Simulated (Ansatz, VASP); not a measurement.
Two plane-wave programs on ZnO

```
Zn O
1.0
     3.23735    0.00000    0.00000
    -1.61868    2.80363    0.00000
     0.00000    0.00000    5.22206
Zn O
2 2
Direct
  0.66667 0.33333 0.50059
  0.33333 0.66667 0.00059
  0.66667 0.33333 0.87972
  0.33333 0.66667 0.37972
```

Alike in both runs: task electric field gradients; functional PBE; k mesh 12 × 12 × 7; occupations fermi-dirac, width 0.01 eV; no spin polarisation.

```csv
,VASP,Ansatz
version,VASP 6.6.1,Ansatz 0.2.0
potentials or method,"VASP PAW PBE potentials, release 64 (Zn, O)","plane-wave PAW, scalar-relativistic"
plane-wave cutoff (eV),520,420
valence electrons in the cell,36,36
```

|  | VASP | Ansatz | Ansatz less VASP |
| --- | --- | --- | --- |
| gap on the k mesh at the Fermi level (eV) | 0.79 | 0.80 | +0.015 |
| pressure (GPa) | 6.6 | 5.6 | -1.08 |
| traceless stress, the component that is largest in VASP (GPa) | 0.04 | 0.05 | +0.011 |
| size of Vzz on the site where it differs most (V/Å²) | 4.3 | 4.2 | -0.11 |
